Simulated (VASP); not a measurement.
A run of VASP 6.6.1 is set up as follows.

The input INCAR:

```
SYSTEM = TaSn
PREC = Accurate ; ENCUT = 500
EDIFF = 1E-6 ; ISMEAR = 0
SIGMA = 0.1 ; LREAL = .False.
LASPH = .True. ; NELM = 120
ALGO = Normal ; ISIF = 2
LWAVE = .False. ; LCHARG = .True.
GGA = PE ; LELF = .True.
LVHAR = .True. ; NBANDS = 20
GGA_COMPAT = .False.
```

File KPOINTS:

```
Automatic mesh
0
Gamma
  6 6 6
  0 0 0
```

POSCAR

```
TaSn
1.0
    0.0000000000      3.1611068615      3.1611068615
    3.1611068615      0.0000000000      3.1611068615
    3.1611068615      3.1611068615      0.0000000000
Ta Sn
1 1
Direct
    0.0000000000      0.0000000000      0.0000000000
    0.2500000000      0.2500000000      0.2500000000
```

Potentials or basis: VASP PAW PBE potentials, release 64 (Ta_pv, Sn_d).

Command:

```console
$ cat potpaw_PBE.64/Ta_pv/POTCAR potpaw_PBE.64/Sn_d/POTCAR > POTCAR
$ mpirun -np 1 vasp_std > vasp.out
```

**Question.** Predict the band gap on the k mesh.

**Answer.** Zero (an odd number of electrons rules out a gap without spin polarisation).

**Question.** What does it give for the pressure?

**Answer.** 0.0 GPa.

Caveat: spin-orbit coupling is left out, which moves the levels of the heavy elements.
